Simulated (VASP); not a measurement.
A run of VASP 6.6.1 is set up as follows.

File INCAR:

```
  PREC = Accurate
  ENCUT = 520
  EDIFF = 1E-6
  ISMEAR = -1
  SIGMA = 0.1
  LREAL = F
  LASPH = T
  NELM = 80
  ALGO = Normal
  ISIF = 2
  LWAVE = F
  LCHARG = F
  GGA = RE
  NBANDS = 12
```

File KPOINTS:

```
regular mesh
0
Gamma
  8 8 8
```

Contents of POSCAR:

```
Hg
1.0
    0.0000000000      2.3919113801      2.3919113801
    2.3919113801      0.0000000000      2.3919113801
    2.3919113801      2.3919113801      0.0000000000
Hg
1
Direct
    0.0000000000      0.0000000000      0.0000000000
```

Potentials or basis: VASP PAW PBE potentials, release 64 (Hg).

Run with:

```console
$ cat potpaw_PBE.64/Hg/POTCAR > POTCAR
$ mpirun -np 1 vasp_std > vasp.out
```

Question: Predict the band gap on the k mesh.

Answer: Zero (band 6 reaches 1.69 eV, above the bottom of band 7 at 0.83 eV).

Question: What does it give for the pressure?

Answer: 3.3 GPa.

Caveat: the PAW data sets were made with another functional, which shifts forces and pressure a little; spin-orbit coupling is left out, which moves the levels of the heavy elements.
